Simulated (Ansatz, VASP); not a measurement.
## BAs in VASP and in Ansatz

The input INCAR:

```
SYSTEM = BAs
PREC = Accurate ; ENCUT = 520
EDIFF = 1E-6 ; ISMEAR = 0
SIGMA = 0.05 ; LREAL = .False.
LASPH = .True. ; NELM = 80
ALGO = Normal ; ISIF = 2
LWAVE = .False. ; LCHARG = .False.
GGA = PE ; NBANDS = 11
```

Contents of KPOINTS:

```
Automatic mesh
0
Gamma
  12 12 12
  0 0 0
```

The input POSCAR:

```
BAs
1.0
    0.0000000000      2.0865469400      3.1298204100
    2.0865469400      0.0000000000      3.1298204100
    2.0865469400      2.0865469400      0.0000000000
B As
1 1
Direct
    0.0000000000      0.0000000000      0.0000000000
    0.7500000000      0.7500000000      0.7500000000
```

Input for Ansatz:

```yaml
crystal:
  lattice:
    - [0.0, 2.08654694, 3.12982041]
    - [2.08654694, 0.0, 3.12982041]
    - [2.08654694, 2.08654694, 0.0]
  atoms:
    - { symbol: B, position: [0.0, 0.0, 0.0] }
    - { symbol: As, position: [0.75, 0.75, 0.75] }
basis:
  ecutwfc: 420
kpoints:
  mp_grid: { grid: [12, 12, 12] }
hamiltonian:
  xc: pbe
scf:
  occupations: { method: gaussian, width: 0.05 }
output:
  forces: true
  stress: true
  eigenvalues: true
```

Alike in both runs: task single point; functional PBE; k mesh 12 × 12 × 12; occupations gaussian, width 0.05 eV; no spin polarisation.

|  | VASP | Ansatz |
| --- | --- | --- |
| version | VASP 6.6.1 | Ansatz 0.2.0 |
| potentials or method | VASP PAW PBE potentials, release 64 (B, As), cutoff 520 eV | scalar-relativistic, plane waves, PAW |
| valence electrons in the cell | 8 | 18 |

VASP gave:

```
gap on the k mesh at the Fermi level (eV)                     : none
pressure (GPa)                                                : 4.3
traceless stress, the component that is largest in VASP (GPa) : -40.59
```

Q: Which values does Ansatz return?

A: gap on the k mesh at the Fermi level (eV): none; pressure (GPa): 3.8; traceless stress, the component that is largest in VASP (GPa): -40.81.

A gap of «none» marks a metal or a gap that the smearing closes. The functional is the same, so the differences come from potentials, cutoffs and numerics. VASP's potentials hold 8 valence electrons a cell and Ansatz's 18, so a difference there can come from the potentials and not from the codes.
